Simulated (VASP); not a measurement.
# GaP (F-43m) in VASP: a series of runs

Aim: see how the results for GaP move with the level of theory and the settings. Levels: r2SCAN, PBE-based screened hybrid with 100 % exact exchange, r2SCAN50. Tasks: single point.

Everything below comes from runs of VASP 6.6.1. Logs are shortened: lines on timing, memory, paths and dates and some standing lists are left out, and cuts for length are marked.

**1. The cell of the first run**

The structure is cubic, space group F-43m (No. 216). Conventional cell: a = 5.451 Å, b = 5.451 Å, c = 5.451 Å, α = 90.00°, β = 90.00°, γ = 90.00°. Ga (site symmetry -43m) has 4 P at 2.36 Å within 3.1 Å. Within 3.1 Å of P (site symmetry -43m) lie 4 Ga at 2.36 Å.

**2. Single point, r2SCAN**

Input file POSCAR:

```
GaP
1.0
    0.0000000000      2.7253992957      2.7253992957
    2.7253992957      0.0000000000      2.7253992957
    2.7253992957      2.7253992957      0.0000000000
Ga P
1 1
Direct
    0.0000000000      0.0000000000      0.0000000000
    0.2500000000      0.2500000000      0.2500000000
```

Input file INCAR.step1:

```
ALGO = Normal
EDIFF = 1E-5
ENCUT = 550
GGA = PE
GGA_COMPAT = False
ISMEAR = 0
ISYM = 0
LASPH = True
LCHARG = False
LREAL = False
LWAVE = True
NBANDS = 16
NELM = 120
PREC = Accurate
SIGMA = 0.01
```

Input file INCAR.step2:

```
ALGO = Normal
EDIFF = 1E-6
ENCUT = 550
GGA_COMPAT = False
ISIF = 2
ISMEAR = 0
ISTART = 1
ISYM = 0
LASPH = True
LCHARG = False
LMIXTAU = True
LREAL = False
LWAVE = False
METAGGA = R2SCAN
NBANDS = 16
NELM = 120
PREC = Accurate
SIGMA = 0.01
```

Input file KPOINTS:

```
Automatic mesh
0
Gamma
  6 6 6
  0 0 0.5
```

Potentials or basis: VASP PAW PBE potentials, release 64 (Ga_d, P).

Started as:

```
$ cat potpaw_PBE.64/Ga_d/POTCAR potpaw_PBE.64/P/POTCAR > POTCAR
$ cp INCAR.step1 INCAR
$ mpirun -np 1 vasp_std > vasp.out
$ cp INCAR.step2 INCAR
$ mpirun -np 1 vasp_std > vasp.out
```

OUTCAR:

```text
EDIFF = 1E-6
   ENCUT = 550
   ISIF = 2
   ISMEAR = 0
   ISTART = 1
   ISYM = 0
   LASPH = True
   LREAL = False
   METAGGA = R2SCAN
   NELM = 120
   PREC = Accurate

 ion  position               nearest neighbor table
   1  0.000  0.000  0.000-   2 2.36   2 2.36   2 2.36   2 2.36
   2  0.250  0.250  0.250-   1 2.36   1 2.36   1 2.36   1 2.36

IMPORTANT INFORMATION: All symmetrisations will be switched off!
NOSYMM: (Re-)initialisation of all symmetry stuff for point group C_1.

----------------------------------------------------------------------------------------

                                     Primitive cell

  volume of cell :      40.4874

  direct lattice vectors                    reciprocal lattice vectors
     0.000000000  2.725399296  2.725399296    -0.183459356  0.183459356  0.183459356
     2.725399296  0.000000000  2.725399296     0.183459356 -0.183459356  0.183459356
     2.725399296  2.725399296  0.000000000     0.183459356  0.183459356 -0.183459356

  length of vectors
     3.854296647  3.854296647  3.854296647     0.317760926  0.317760926  0.317760926

  position of ions in fractional coordinates (direct lattice)
     0.000000000  0.000000000  0.000000000
     0.250000000  0.250000000  0.250000000

  ion indices of the primitive-cell ions
   primitive index   ion index
                 1           1
                 2           2

----------------------------------------------------------------------------------------

 KPOINTS: Automatic mesh

Automatic generation of k-mesh.
 Grid dimensions read from file:
 generate k-points for:    6    6    6

 Generating k-lattice:

  Cartesian coordinates                     Fractional coordinates (reciprocal lattice)
    -0.030576559  0.030576559  0.030576559     0.166666667  0.000000000  0.000000000
     0.030576559 -0.030576559  0.030576559     0.000000000  0.166666667  0.000000000
     0.030576559  0.030576559 -0.030576559     0.000000000  0.000000000  0.166666667

  Length of vectors
     0.052960154  0.052960154  0.052960154

  Shift w.r.t. Gamma in fractional coordinates (k-lattice)
     0.000000000  0.000000000  0.500000000

 Subroutine IBZKPT returns following result:
 ===========================================

 Found    432 irreducible k-points:

 Following reciprocal coordinates:
            Coordinates               Weight
  0.000000  0.000000  0.083333      2.000000
  0.083333  0.000000  0.000000      2.000000
  0.000000  0.083333  0.000000      2.000000
  0.083333  0.083333  0.083333      2.000000
  0.166667  0.000000  0.083333      2.000000
  0.083333  0.166667  0.000000      2.000000
[... 16 lines left out ...]
 -0.250000 -0.333333 -0.333333      2.000000
  0.083333  0.083333 -0.250000      2.000000
 [... further k-points ...]
   k-points           NKPTS =    432   k-points in BZ     NKDIM =    432   number of bands    NBANDS=     16
   number of dos      NEDOS =    301   number of ions     NIONS =      2
   total plane-waves  NPLWV =  27000
   dimension x,y,z NGX =    30 NGY =   30 NGZ =   30
   dimension x,y,z NGXF=    60 NGYF=   60 NGZF=   60
   ions per type =               1   1
   NGX,Y,Z   is equivalent  to a cutoff of  12.94, 12.94, 12.94 a.u.
   NGXF,Y,Z  is equivalent  to a cutoff of  25.88, 25.88, 25.88 a.u.
 SYSTEM =  unknown system
   PREC   = accura    normal or accurate (medium, high low for compatibility)
   ISTART =      1    job   : 0-new  1-cont  2-samecut
   ICHARG =      0    charge: 1-file 2-atom 10-const
   ISPIN  =      1    spin polarized calculation?
   LNONCOLLINEAR =      F non collinear calculations
   LSORBIT =      F    spin-orbit coupling
   LASPH  =      T    aspherical Exc in radial PAW
   ENCUT  =  550.0 eV  40.42 Ry    6.36 a.u.   7.37  7.37  7.37*2*pi/ulx,y,z
   NELM   =    120;   NELMIN=  2; NELMDL=  0     # of ELM steps
   EDIFF  = 0.1E-05   stopping-criterion for ELM
   LREAL  =      F    real-space projection
   EDIFFG = 0.1E-04   stopping-criterion for IOM
   NSW    =      0    number of steps for IOM
   IBRION =     -1    ionic relax: 0-MD 1-quasi-New 2-CG
   NFREE  =      0    steps in history (QN), initial steepest desc. (CG)
   ISIF   =      2    stress and relaxation
   ISYM   =      0    0-nonsym 1-usesym 2-fastsym
   POTIM  = 0.5000    time-step for ionic-motion
   TEBEG  =    0.0;   TEEND  =   0.0 temperature during run
   PSTRESS=    0.0 pullay stress
   NELECT =      18.0000    total number of electrons
   NUPDOWN=      -1.0000    fix difference up-down
   EMIN   =  10.00;   EMAX   =-10.00  energy-range for DOS
   EFERMI =   0.00;   METHOD = LEGACY
   ISMEAR =     0;   SIGMA  =   0.01  broadening in eV -4-tet -1-fermi 0-gaus
   EFERMI_NEDOS =   21; number of points for ismear=-14 and -15
   IALGO  =     38    algorithm
   IMIX   =      4    mixing-type and parameters
     AMIX     =   0.40;   BMIX     =  1.00
     AMIX_MAG =   1.60;   BMIX_MAG =  1.00
  volume/ion in A,a.u.               =      20.24       136.61
  Fermi-wavevector in a.u.,A,eV,Ry     =   1.249469  2.361154 21.241049  1.561173
  Thomas-Fermi vector in A             =   2.383508
   LORBIT       =      0    0 simple, 1 ext, 2 COOP (PROOUT), +10 PAW based schemes
   METAGGA = R2SCAN    functional components
   LHFCALC =     F    Hartree Fock is set to
   AEXX    =    0.0000 exact exchange contribution
   IVDW    =     0    specifies the selected vdW correction
   LEPSILON=     F    determine dielectric tensor
   LRPA    =     F    only Hartree local field effects (RPA)
 non-spin polarized calculation
 Gauss-broadening in eV      SIGMA  =   0.01
  energy-cutoff  :      550.00
  volume of cell :       40.49
 maximum number of plane-waves:      1209
 NGX is ok and might be reduce to    30
   NGX = 15   NGY = 15   NGZ = 15

 number of electron      17.9999989 magnetization

 Free energy of the ion-electron system (eV)
  ---------------------------------------------------
  ext. energy  EPLUGINS =         0.00000000
  ---------------------------------------------------
  free energy    TOTEN  =       -21.46491072 eV

  energy without entropy =      -21.46491072  energy(sigma->0) =      -21.46491072

 E-fermi :   4.3965     XC(G=0): -10.5485

 val. band max:        4.3450595386   @ k =   0.0000   0.0833   0.0000
 cond. band min:       6.5050161446   @ k =   0.5000   0.4167   0.0000
 fundamental gap:      2.1599566060
 Fermi energy:         4.3964957370

 k-point     1 :       0.0000    0.0000    0.0833
  band No.  band energies     occupation
      1     -10.5361      2.00000
      2     -10.5261      2.00000
      3     -10.5261      2.00000
      4     -10.4149      2.00000
      5     -10.4149      2.00000
      6      -8.4653      2.00000
[... 8 lines left out ...]
     15      14.3748      0.00000
     16      14.3771      0.00000

 k-point     2 :       0.0833    0.0000    0.0000
  band No.  band energies     occupation
      1     -10.5361      2.00000
      2     -10.5261      2.00000
      3     -10.5261      2.00000
      4     -10.4149      2.00000
      5     -10.4149      2.00000
      6      -8.4653      2.00000
[... 8 lines left out ...]
     15      14.3748      0.00000
     16      14.3771      0.00000

 k-point     3 :       0.0000    0.0833    0.0000
  band No.  band energies     occupation
      1     -10.5361      2.00000
      2     -10.5261      2.00000
      3     -10.5261      2.00000
      4     -10.4149      2.00000
      5     -10.4149      2.00000
      6      -8.4653      2.00000
[... 8 lines left out ...]
     15      14.3748      0.00000
     16      14.3771      0.00000

 k-point     4 :       0.0833    0.0833    0.0833
  band No.  band energies     occupation
      1     -10.5361      2.00000
      2     -10.5261      2.00000
      3     -10.5261      2.00000
      4     -10.4149      2.00000
      5     -10.4149      2.00000
      6      -8.4653      2.00000
[... 8 lines left out ...]
     15      14.3748      0.00000
     16      14.3771      0.00000

 k-point     5 :       0.1667    0.0000    0.0833
  band No.  band energies     occupation
      1     -10.5566      2.00000
      2     -10.5190      2.00000
      3     -10.5179      2.00000
      4     -10.4184      2.00000
      5     -10.4117      2.00000
      6      -8.2153      2.00000
[... 8 lines left out ...]
     15      14.7013      0.00000
     16      15.3711      0.00000

 k-point     6 :       0.0833    0.1667    0.0000
  band No.  band energies     occupation
      1     -10.5566      2.00000
      2     -10.5190      2.00000
      3     -10.5179      2.00000
      4     -10.4184      2.00000
      5     -10.4117      2.00000
      6      -8.2153      2.00000
[... 8 lines left out ...]
     15      14.7013      0.00000
     16      15.3711      0.00000

 k-point     7 :       0.0000    0.0833    0.1667
  band No.  band energies     occupation
      1     -10.5566      2.00000
      2     -10.5190      2.00000
      3     -10.5179      2.00000
      4     -10.4184      2.00000
      5     -10.4117      2.00000
      6      -8.2153      2.00000
[... 8 lines left out ...]
     15      14.7013      0.00000
     16      15.3711      0.00000

 k-point     8 :       0.1667    0.1667    0.0833
  band No.  band energies     occupation
      1     -10.5566      2.00000
      2     -10.5190      2.00000
      3     -10.5179      2.00000
      4     -10.4184      2.00000
      5     -10.4117      2.00000
      6      -8.2153      2.00000
[... 8 lines left out ...]
     15      14.7013      0.00000
     16      15.3711      0.00000

 k-point     9 :       0.0833   -0.0833    0.0833
  band No.  band energies     occupation
      1     -10.5566      2.00000
      2     -10.5190      2.00000
      3     -10.5179      2.00000
      4     -10.4184      2.00000
      5     -10.4117      2.00000
      6      -8.2153      2.00000
[... 8 lines left out ...]
     15      14.7013      0.00000
     16      15.3711      0.00000
[... 172 lines left out ...]
 k-point    19 :       0.0000    0.0833    0.3333
  band No.  band energies     occupation
      1     -10.5983      2.00000
      2     -10.5066      2.00000
      3     -10.5035      2.00000
      4     -10.4176      2.00000
      5     -10.4080      2.00000
      6      -7.3086      2.00000
[... 8 lines left out ...]
     15      15.1936      0.00000
     16      15.3983      0.00000

 k-point    20 :       0.3333    0.3333    0.2500
  band No.  band energies     occupation
      1     -10.5983      2.00000
      2     -10.5066      2.00000
      3     -10.5035      2.00000
      4     -10.4176      2.00000
      5     -10.4080      2.00000
      6      -7.3086      2.00000
[... 8 lines left out ...]
     15      15.1936      0.00000
     16      15.3983      0.00000

 k-point    21 :       0.0833   -0.2500    0.0833
  band No.  band energies     occupation
      1     -10.5983      2.00000
      2     -10.5066      2.00000
      3     -10.5035      2.00000
      4     -10.4176      2.00000
      5     -10.4080      2.00000
      6      -7.3086      2.00000
[... 8 lines left out ...]
     15      15.1936      0.00000
     16      15.3983      0.00000

 k-point    22 :       0.3333    0.0833    0.0000
  band No.  band energies     occupation
      1     -10.5983      2.00000
      2     -10.5066      2.00000
      3     -10.5035      2.00000
      4     -10.4176      2.00000
      5     -10.4080      2.00000
      6      -7.3086      2.00000
[... 8 lines left out ...]
     15      15.1936      0.00000
     16      15.3983      0.00000

 k-point    23 :      -0.2500   -0.3333   -0.3333
  band No.  band energies     occupation
      1     -10.5983      2.00000
      2     -10.5066      2.00000
      3     -10.5035      2.00000
      4     -10.4176      2.00000
      5     -10.4080      2.00000
      6      -7.3086      2.00000
[... 8 lines left out ...]
     15      15.1936      0.00000
     16      15.3983      0.00000

 k-point    24 :       0.0833    0.0833   -0.2500
  band No.  band energies     occupation
      1     -10.5983      2.00000
      2     -10.5066      2.00000
      3     -10.5035      2.00000
      4     -10.4176      2.00000
      5     -10.4080      2.00000
      6      -7.3086      2.00000
[... 8 lines left out ...]
     15      15.1936      0.00000
     16      15.3983      0.00000

 [... further k-points ...]

------------------------ aborting loop because EDIFF is reached ----------------------------------------

  FORCE on cell =-STRESS in cart. coord.  units (eV):
  Direction    XX          YY          ZZ          XY          YZ          ZX
  --------------------------------------------------------------------------------------
  -------------------------------------------------------------------------------------
  Total       -0.0090764     -0.0090766     -0.0090777      0.0000163      0.0000151      0.0000163
  in kB       -0.3591727     -0.3591803     -0.3592244      0.0006457      0.0005991      0.0006431
  external PRESSURE =      -0.3591924 kB  Pullay stress =       0.0000000 kB

 VOLUME and BASIS-vectors are now :
 -----------------------------------------------------------------------------
  energy-cutoff  :      550.00
  volume of cell :       40.49
      direct lattice vectors                 reciprocal lattice vectors
     0.000000000  2.725399296  2.725399296    -0.183459356  0.183459356  0.183459356
     2.725399296  0.000000000  2.725399296     0.183459356 -0.183459356  0.183459356
     2.725399296  2.725399296  0.000000000     0.183459356  0.183459356 -0.183459356

 POSITION                                       TOTAL-FORCE (eV/Angst)
 -----------------------------------------------------------------------------------
      0.00000      0.00000      0.00000        -0.000000      0.000000      0.000000
      1.36270      1.36270      1.36270         0.000000     -0.000000     -0.000000
 -----------------------------------------------------------------------------------
    total drift:                                0.000002      0.000002      0.000002

  FREE ENERGIE OF THE ION-ELECTRON SYSTEM (eV)
  ---------------------------------------------------
  free  energy   TOTEN  =       -21.4649107210 eV

  energy  without entropy=      -21.4649107210  energy(sigma->0) =      -21.46491072
```

It took 17 min on 1 thread of Intel Xeon Platinum 8375C at 2.90GHz (Ice Lake), shared host; peak memory 0.41 GiB.

What came out:

* Free energy: -21.4649 eV
* Pressure: 0.0 GPa
* Band gap on the k mesh: 2.16 eV (least direct gap 2.90 eV)

Caveat: the PAW data sets were made with another functional, which shifts forces and pressure a little; a shifted mesh leaves out Γ, where band edges can lie. A k mesh can miss the band edges.

[end of part 1 of 2]
